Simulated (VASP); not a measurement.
Write the native input for VASP 6.6.1 that does the following.

```yaml
Task: single point
Functional: PBE
Potentials_or_basis: VASP PAW PBE potentials, release 64 (Li_sv, F)
Cutoff: 520 eV
k_mesh: 10 × 10 × 10
Occupations: gaussian, width 0.02 eV
Spin: no spin polarisation
Dipole_correction: no
Further_INCAR_settings: ALGO = Normal; EDIFF = 1e-06; NBANDS = 12
```

The structure of LiF lies in POSCAR:

```
LiF
1.0
    2.6149468894      0.0000000000      0.0000000000
    0.0000000000      2.6149468894      0.0000000000
    0.0000000000      0.0000000000      2.6149468894
Li F
1 1
Direct
    0.0000000000      0.0000000000      0.0000000000
    0.5000000000      0.5000000000      0.5000000000
```

This cell differs from its parent crystal: strained.

These files were run (other wordings do the same):

INCAR

```
SYSTEM = LiF
PREC = Accurate ; ENCUT = 520
EDIFF = 1E-6 ; ISMEAR = 0
SIGMA = 0.02 ; LREAL = .FALSE.
LASPH = .TRUE. ; NELM = 60
ALGO = Normal ; ISIF = 2
LWAVE = .FALSE. ; LCHARG = .TRUE.
GGA = PE ; LELF = .TRUE.
LVHAR = .TRUE. ; NBANDS = 12
```

KPOINTS

```
Automatic mesh
0
G
  10 10 10
  0 0 0
```

Potentials or basis: VASP PAW PBE potentials, release 64 (Li_sv, F).

The run is started by

```console
$ cat potpaw_PBE.64/Li_sv/POTCAR potpaw_PBE.64/F/POTCAR > POTCAR
$ mpirun -np 1 vasp_std > vasp.out
```

Results of the run:

```
Band gap on the k mesh : 7.01 eV, indirect (least direct gap 7.62 eV)
```

Caveat: the cell differs from its parent crystal (strained).

Wall time 6.7 s on 1 thread of Intel(R) Xeon(R) Platinum 8259CL CPU @ 2.50GHz (Skylake/Cascade Lake), on a shared host, peak memory 0.12 GiB.
